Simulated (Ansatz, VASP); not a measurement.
**Two plane-wave programs on Ir**

```
Ir
1.0
     2.71656    0.00000    0.00000
    -1.35828    2.35261    0.00000
     0.00000    0.00000    4.40769
Ir
2
Direct
  0.66667 0.33333 0.75000
  0.33333 0.66667 0.25000
```

Alike in both runs: functional PBEsol; k mesh 9 × 9 × 4; occupations gaussian, width 0.1 eV; no spin polarisation.

Ansatz relaxed the structure, and its values are those at the end. VASP's run is a single point on that final structure, the one shown.

|  | VASP | Ansatz |
| --- | --- | --- |
| version | VASP 6.6.1 | Ansatz 0.2.0 |
| potentials or method | VASP PAW PBE potentials, release 64 (Ir_sv_GW), cutoff 500 eV | scalar-relativistic, plane waves, PAW |
| valence electrons in the cell | 34 | 34 |

VASP gave:

```
gap on the k mesh at the Fermi level (eV) : none
pressure (GPa)                            : -3.0
```

Problem. Which values does Ansatz return?

Solution. gap on the k mesh at the Fermi level (eV): none; pressure (GPa): 0.2.

VASP's potentials were made for PBE, not for PBEsol. A gap of «none» marks a metal or a gap that the smearing closes.

Spin-orbit coupling is off throughout.
